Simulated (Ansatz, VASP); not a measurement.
BaF2: VASP beside Ansatz

```xyz
3
Lattice="0.0000 3.1129 3.1129 3.1129 0.0000 3.1129 3.1129 3.1129 0.0000" Properties=species:S:1:pos:R:3 pbc="T T T"
Ba    0.0000    0.0000    0.0000
F     1.5564    1.5564    1.5564
F     4.6693    4.6693    4.6693
```

Alike in both runs: task single point; functional PBE; dispersion D4; k mesh 4 × 4 × 4; occupations gaussian, width 0.1 eV; collinear spin.

|  | VASP | Ansatz |
| --- | --- | --- |
| version | VASP 6.6.1 | Ansatz 0.2.0 |
| potentials or method | VASP PAW PBE potentials, release 64 (Ba_sv, F), cutoff 600 eV | scalar-relativistic, plane waves, PAW |
| valence electrons in the cell | 24 | 24 |

|  | VASP | Ansatz | Ansatz less VASP |
| --- | --- | --- | --- |
| gap on the k mesh at the Fermi level (eV) | 6.71 | 6.77 | +0.064 |
| least direct gap on the mesh (eV) | 6.78 | 6.86 | +0.082 |
| pressure (GPa) | 0.6 | -0.4 | -0.95 |
| net moment per atom (μB) | 0.00 | 0.00 | 0.000 |

Ansatz's warnings: seeded moment not kept.

The k mesh is coarse, so the values compare programs but aren't converged. Neither program's run includes spin-orbit coupling.
